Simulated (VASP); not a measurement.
# MgS (I4mm) in VASP: notebook

MgS is run at these levels: LDA; tasks: single point.

Everything below comes from runs of VASP 6.6.1. Logs are shortened: lines on timing, memory, paths and dates and some standing lists are left out, and cuts for length are marked.

## (1) The cell of the first run

Symmetry: I4mm, No. 107, tetragonal system. Conventional cell: a = 3.679 Å, b = 3.679 Å, c = 5.203 Å, α = 90.00°, β = 90.00°, γ = 90.00°. Mg (site symmetry 4mm) has 6 S at 2.40 to 2.80 Å within 3.2 Å. Within 3.2 Å of S (site symmetry 4mm) lie 6 Mg at 2.40 to 2.80 Å.

## (2) Single point, LDA

Input file INCAR:

```
SYSTEM = MgS
PREC     = Accurate       ! precision mode
ENCUT    = 520            ! plane-wave cutoff, eV
EDIFF    = 1E-7           ! SCF threshold, eV
ISMEAR   = 0              ! smearing method
SIGMA    = 0.05           ! smearing width, eV
LREAL    = .False.        ! projectors in reciprocal space
LASPH    = .True.         ! aspherical terms in the spheres
NELM     = 100            ! most SCF steps
ALGO     = Normal         ! electronic algorithm
ISIF     = 2              ! what is computed and relaxed
LWAVE    = .False.        ! write WAVECAR
LCHARG   = .True.         ! write CHGCAR
GGA      = CA             ! functional
LELF     = .True.         ! ELF
LVHAR    = .True.       
NBANDS   = 11             ! bands
```

Input file KPOINTS:

```
Automatic mesh
0
Gamma
  8 8 8
  0 0 0
```

Input file POSCAR:

```
MgS
1.0
    0.0000000000      2.6016500000      2.6016500000
    2.6016500000      0.0000000000      2.6016500000
    2.6016500000      2.6016500000      0.0000000000
Mg S
1 1
Direct
    0.0000000000      0.0000000000      0.0000000000
    0.5384371457      0.5384371457      0.4615628543
```

Potentials or basis: VASP PAW LDA potentials, release 64 (Mg, S).

The run is started by

```
> cat potpaw_LDA.64/Mg/POTCAR potpaw_LDA.64/S/POTCAR > POTCAR
> mpirun -np 1 vasp_std > vasp.out
```

OUTCAR:

```text
SYSTEM = MgS
   PREC = Accurate
   ENCUT = 520
   EDIFF = 1E-7
   ISMEAR = 0
   LREAL = .False.
   LASPH = .True.
   NELM = 100
   ISIF = 2
   GGA = CA

 ion  position               nearest neighbor table
   1  0.000  0.000  0.000-   2 2.40   2 2.61   2 2.61   2 2.61   2 2.61   2 2.80
   2  0.538  0.538  0.462-   1 2.40   1 2.61   1 2.61   1 2.61   1 2.61   1 2.80

  LATTYP: Found a face centered cubic cell.
 ALAT       =     5.2033000000

  Lattice vectors:

 A1 = (   0.0000000000,   2.6016500000,   2.6016500000)
 A2 = (   2.6016500000,   0.0000000000,   2.6016500000)
 A3 = (   2.6016500000,   2.6016500000,   0.0000000000)

Analysis of symmetry for initial positions (statically):
=====================================================================
 Subroutine PRICEL returns:
 Original cell was already a primitive cell.

 Routine SETGRP: Setting up the symmetry group for a
 face centered cubic supercell.

 Subroutine GETGRP returns: Found  8 space group operations
 (whereof  8 operations were pure point group operations)
 out of a pool of 48 trial point group operations.

The static configuration has the point symmetry C_4v.

Analysis of symmetry for dynamics (positions and initial velocities):
=====================================================================
 Subroutine PRICEL returns:
 Original cell was already a primitive cell.

 Routine SETGRP: Setting up the symmetry group for a
 face centered cubic supercell.

 Subroutine GETGRP returns: Found  8 space group operations
 (whereof  8 operations were pure point group operations)
 out of a pool of 48 trial point group operations.

The dynamic configuration has the point symmetry C_4v.

 Subroutine INISYM returns: Found  8 space group operations
 (whereof  8 operations are pure point group operations),
 and found     1 'primitive' translations

----------------------------------------------------------------------------------------

                                     Primitive cell

  volume of cell :      35.2190

  direct lattice vectors                    reciprocal lattice vectors
     0.000000000  2.601650000  2.601650000    -0.192185728  0.192185728  0.192185728
     2.601650000  0.000000000  2.601650000     0.192185728 -0.192185728  0.192185728
     2.601650000  2.601650000  0.000000000     0.192185728  0.192185728 -0.192185728

  length of vectors
     3.679288715  3.679288715  3.679288715     0.332875446  0.332875446  0.332875446

  position of ions in fractional coordinates (direct lattice)
     0.000000000  0.000000000  0.000000000
     0.538437146  0.538437146  0.461562854

[... 85 lines left out ...]
   TEBEG  =    0.0;   TEEND  =   0.0 temperature during run
   PSTRESS=    0.0 pullay stress
   NELECT =       8.0000    total number of electrons
   NUPDOWN=      -1.0000    fix difference up-down
   EMIN   =  10.00;   EMAX   =-10.00  energy-range for DOS
   EFERMI =   0.00;   METHOD = LEGACY
   ISMEAR =     0;   SIGMA  =   0.05  broadening in eV -4-tet -1-fermi 0-gaus
   EFERMI_NEDOS =   21; number of points for ismear=-14 and -15
   IALGO  =     38    algorithm
   IMIX   =      4    mixing-type and parameters
     AMIX     =   0.40;   BMIX     =  1.00
     AMIX_MAG =   1.60;   BMIX_MAG =  1.00
  volume/ion in A,a.u.               =      17.61       118.83
  Fermi-wavevector in a.u.,A,eV,Ry     =   0.998878  1.887606 13.575323  0.997758
  Thomas-Fermi vector in A             =   2.131131
   LORBIT       =      0    0 simple, 1 ext, 2 COOP (PROOUT), +10 PAW based schemes
   GGA     = CA    functional components
   LHFCALC =     F    Hartree Fock is set to
   AEXX    =    0.0000 exact exchange contribution
   IVDW    =     0    specifies the selected vdW correction
   LEPSILON=     F    determine dielectric tensor
   LRPA    =     F    only Hartree local field effects (RPA)
 non-spin polarized calculation
 Gauss-broadening in eV      SIGMA  =   0.05
  energy-cutoff  :      520.00
  volume of cell :       35.22
 maximum number of plane-waves:       960
   NGX = 13   NGY = 13   NGZ = 13

 number of electron       8.0000000 magnetization

 Free energy of the ion-electron system (eV)
  ---------------------------------------------------
  ext. energy  EPLUGINS =         0.00000000
  ---------------------------------------------------
  free energy    TOTEN  =        -9.51457755 eV

  energy without entropy =       -9.51457755  energy(sigma->0) =       -9.51457755

 E-fermi :   3.8562     XC(G=0):  -9.9785

 val. band max:        3.5737103666   @ k =   0.0000   0.0000   0.0000
 cond. band min:       6.1420257653   @ k =   0.0000   0.5000   0.5000
 fundamental gap:      2.5683153987
 Fermi energy:         3.8562071551

 k-point     1 :       0.0000    0.0000    0.0000
  band No.  band energies     occupation
      1      -9.0730      2.00000
      2       3.5078      2.00000
      3       3.5737      2.00000
      4       3.5737      2.00000
      5       7.0561      0.00000
      6      11.3907      0.00000
      7      11.3907      0.00000
      8      11.4626      0.00000
      9      13.8682      0.00000
     10      13.9793      0.00000
     11      15.8505      0.00000
[... 309 lines left out ...]
 k-point    24 :       0.5000    0.2500    0.0000
  band No.  band energies     occupation
      1      -7.5794      2.00000
      2      -0.5324      2.00000
      3       1.3226      2.00000
      4       2.3572      2.00000
      5       7.7988      0.00000
      6      10.1975      0.00000
      7      12.2030      0.00000
      8      12.4202      0.00000
      9      15.9698      0.00000
     10      18.0060      0.00000
     11      18.8458      0.00000

 [... further k-points ...]

------------------------ aborting loop because EDIFF is reached ----------------------------------------

  FORCE on cell =-STRESS in cart. coord.  units (eV):
  Direction    XX          YY          ZZ          XY          YZ          ZX
  --------------------------------------------------------------------------------------
  -------------------------------------------------------------------------------------
  Total       -0.9031475     -0.9031475      0.1718018      0.0000000      0.0000000      0.0000000
  in kB      -41.0858843    -41.0858843      7.8155873      0.0000000      0.0000000      0.0000000
  external PRESSURE =     -24.7853938 kB  Pullay stress =       0.0000000 kB

 VOLUME and BASIS-vectors are now :
 -----------------------------------------------------------------------------
  energy-cutoff  :      520.00
  volume of cell :       35.22
      direct lattice vectors                 reciprocal lattice vectors
     0.000000000  2.601650000  2.601650000    -0.192185728  0.192185728  0.192185728
     2.601650000  0.000000000  2.601650000     0.192185728 -0.192185728  0.192185728
     2.601650000  2.601650000  0.000000000     0.192185728  0.192185728 -0.192185728

 POSITION                                       TOTAL-FORCE (eV/Angst)
 -----------------------------------------------------------------------------------
      0.00000      0.00000      0.00000         0.000000      0.000000      0.636636
      2.60165      2.60165      2.80165         0.000000      0.000000     -0.636636
 -----------------------------------------------------------------------------------
    total drift:                                0.000000      0.000000      0.000053

  FREE ENERGIE OF THE ION-ELECTRON SYSTEM (eV)
  ---------------------------------------------------
  free  energy   TOTEN  =        -9.5145775475 eV

  energy  without entropy=       -9.5145775475  energy(sigma->0) =       -9.51457755
```

stdout:

```text
POSCAR found type information on POSCAR MgS
 POSCAR found :  2 types and       2 ions
 scaLAPACK will be used
 LDA part: xc-table for (Slater(with rela. corr.)+CA(PZ))
 , standard interpolation
 POSCAR, INCAR and KPOINTS ok, starting setup
 FFT: planning ... GRIDC
 FFT: planning ... GRID_SOFT
 FFT: planning ... GRID
 WAVECAR not read
 entering main loop
```

It took 11 s on 1 thread of AMD EPYC 9R45 (Zen 5), shared host; peak memory 0.12 GiB.

Results:

```yaml
Free_energy: -9.5146 eV
Pressure: -2.5 GPa
Largest_force: 0.637 eV/Å
Band_gap_on_the_k_mesh: 2.57 eV, indirect (least direct gap 3.48 eV)
```

Forces on the atoms (eV/Å):
```
Mg   0.000  0.000  0.637
S    0.000  0.000 -0.637
```

Levels at points of the mesh, in eV from the valence-band top:
| k point | band 1 | band 2 | band 3 | band 4 | band 5 | band 6 | band 7 | band 8 | band 9 |
| --- | --- | --- | --- | --- | --- | --- | --- | --- | --- |
| (0.00, 0.00, 0.00) | -12.65 | -0.07 | 0.00 | 0.00 | 3.48 | 7.82 | 7.82 | 7.89 | 10.29 |
| (0.50, 0.00, 0.00) | -11.32 | -4.90 | -0.62 | -0.59 | 4.37 | 6.75 | 6.81 | 9.76 | 11.95 |
| (0.50, 0.50, 0.00) | -10.94 | -4.26 | -1.70 | -1.70 | 2.58 | 4.26 | 11.72 | 12.84 | 13.12 |
| (0.00, 0.50, 0.50) | -10.94 | -4.25 | -1.73 | -1.70 | 2.57 | 4.23 | 11.80 | 12.72 | 13.12 |

Caveat: the cell differs from its parent crystal (all S atoms moved -0.200 Å, as atom 2 towards its neighbour atom 1 (Mg) at 2.602 Å).

(Part 1 of 2 ends here.)
